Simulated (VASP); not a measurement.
**Ga: single point with RPBE**

Crystal: Ga.

```
CELL_PARAMETERS angstrom
-1.38440 1.38440 2.31122
1.38440 -1.38440 2.31122
1.38440 1.38440 -2.31122
ATOMIC_POSITIONS crystal
Ga 0.00000 0.00000 0.00000
```

- Program: VASP 6.6.1
- Task: single point
- Functional: RPBE
- Potentials or basis: VASP PAW PBE potentials, release 64 (Ga_d)
- Cutoff: 520 eV
- k mesh: 13 × 13 × 13
- Occupations: gaussian, width 0.05 eV
- Spin: no spin polarisation

```
Pressure : 5.7 GPa
```

Stress tensor (GPa, compression positive):
```
5.86 0.00 0.00
0.00 5.86 0.00
0.00 0.00 5.27
```

Levels at points of the mesh, in eV from the Fermi level:
| k point | band 2 | band 3 | band 4 | band 5 | band 6 | band 7 | band 8 | band 9 | band 10 | band 11 |
| --- | --- | --- | --- | --- | --- | --- | --- | --- | --- | --- |
| (0.00, 0.00, 0.00) | -14.94 | -14.90 | -14.90 | -14.74 | -11.49 | 12.82 | 13.11 | 13.11 | 16.37 | 16.57 |

It took 15 s on 1 thread of Intel(R) Xeon(R) Platinum 8559C (Emerald Rapids) (shared host), peak memory 0.16 GiB.

Caveat: the PAW data sets were made with another functional, which shifts forces and pressure a little.
